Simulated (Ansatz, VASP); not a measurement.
LiF in VASP and in Ansatz

The input INCAR:

```
ALGO     = Normal         # electronic algorithm
EDIFF    = 1E-6           # SCF threshold, eV
ENCUT    = 750            # plane-wave cutoff, eV
GGA_COMPAT= False        
ISIF     = 2              # what is computed and relaxed
ISMEAR   = 0              # smearing method
LASPH    = True           # aspherical terms in the spheres
LCHARG   = True           # write CHGCAR
LELF     = True           # ELF
LREAL    = False          # projectors in reciprocal space
LVHAR    = True         
LWAVE    = False          # write WAVECAR
NBANDS   = 12             # bands
NELM     = 120            # most SCF steps
PREC     = Accurate       # precision mode
SIGMA    = 0.1            # smearing width, eV
```

The input KPOINTS:

```
k-points
0
Gamma
  10 10 10
```

The input POSCAR:

```
LiF
1.0
    0.0000000000      2.0417135738      2.0417135738
    2.0417135738      0.0000000000      2.0417135738
    2.0417135738      2.0417135738      0.0000000000
Li F
1 1
Direct
    0.0000000000      0.0000000000      0.0000000000
    0.5000000000      0.5000000000      0.5000000000
```

Input for Ansatz:

```yaml
crystal:
  lattice:
    - [0.0, 2.0417135738, 2.0417135738]
    - [2.0417135738, 0.0, 2.0417135738]
    - [2.0417135738, 2.0417135738, 0.0]
  atoms:
    - { symbol: Li, position: [0.0, 0.0, 0.0] }
    - { symbol: F, position: [0.5, 0.5, 0.5] }
basis:
  ecutwfc: 420
kpoints:
  mp_grid: { grid: [10, 10, 10] }
hamiltonian:
  xc: lda
scf:
  occupations: { method: gaussian, width: 0.1 }
output:
  forces: true
  stress: true
  eigenvalues: true
```

Alike in both runs: task single point; functional LDA; k mesh 10 × 10 × 10; occupations gaussian, width 0.1 eV; no spin polarisation.

|  | VASP | Ansatz |
| --- | --- | --- |
| version | VASP 6.6.1 | Ansatz 0.2.0 |
| potentials or method | VASP PAW LDA potentials, release 64 (Li_sv, F), cutoff 750 eV | scalar-relativistic, plane waves, PAW |
| valence electrons in the cell | 10 | 10 |

VASP gave:

| Item | Value |
| --- | --- |
| gap on the k mesh at the Fermi level (eV) | 8.47 |
| least direct gap on the mesh (eV) | 8.47 |
| pressure (GPa) | -9.1 |

Question: What did Ansatz give for the same quantities?

Answer: gap on the k mesh at the Fermi level (eV): 8.49; least direct gap on the mesh (eV): 8.49; pressure (GPa): -8.6.

LDA's correlation is that of Perdew and Zunger in VASP and of Perdew and Wang (1992) in Ansatz.
